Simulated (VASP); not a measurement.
Write the native input for VASP 6.6.1 that does the following.

```yaml
Task: single point
Functional: PBE
Potentials_or_basis: VASP PAW PBE potentials, release 64 (Hg, S, I)
Cutoff: 520 eV
k_mesh: 8 × 8 × 6
Occupations: gaussian, width 0.1 eV
Spin: no spin polarisation
Dipole_correction: no
Further_INCAR_settings: ALGO = Normal; EDIFF = 1e-06; NBANDS = 32
```

The structure of Hg3SI lies in POSCAR:

```
Hg3SI
1.0
    5.1287692971      0.0000000000      0.0000000000
    0.0000000000      5.1287692971      0.0000000000
    0.0000000000      0.0000000000      7.5159061455
Hg S I
3 1 1
Direct
    0.0000000000      0.5000000000      0.2495304327
    0.5000000000      0.0000000000      0.2495304327
    0.5000000000      0.5000000000      0.5303180336
    0.0000000000      0.0000000000      0.3112934647
    0.5000000000      0.5000000000      0.9741113863
```

The cell was generated, and may not be a known phase.

The input as run:

INCAR

```
PREC = Accurate
ENCUT = 520
EDIFF = 1E-6
ISMEAR = 0
SIGMA = 0.1
LREAL = F
LASPH = T
NELM = 60
ALGO = Normal
ISIF = 2
LWAVE = F
LCHARG = F
GGA = PE
NBANDS = 32
```

KPOINTS

```
regular mesh
0
Gamma
  8 8 6
```

Potentials or basis: VASP PAW PBE potentials, release 64 (Hg, S, I).

Run with:

```console
$ cat potpaw_PBE.64/Hg/POTCAR potpaw_PBE.64/S/POTCAR potpaw_PBE.64/I/POTCAR > POTCAR
$ mpirun -np 1 vasp_std > vasp.out
```

It gave:

```json
{
  "Pressure": "0.1 GPa",
  "Largest force": "0.028 eV/Å",
  "Band gap on the k mesh": "zero (an odd number of electrons rules out a gap without spin polarisation)"
}
```

Caveat: spin-orbit coupling is left out, which moves the levels of the heavy elements.

Wall time 5.2 min on 1 thread of Intel(R) Xeon(R) Platinum 8488C (Sapphire Rapids), with other jobs on the host, peak memory 0.52 GiB.
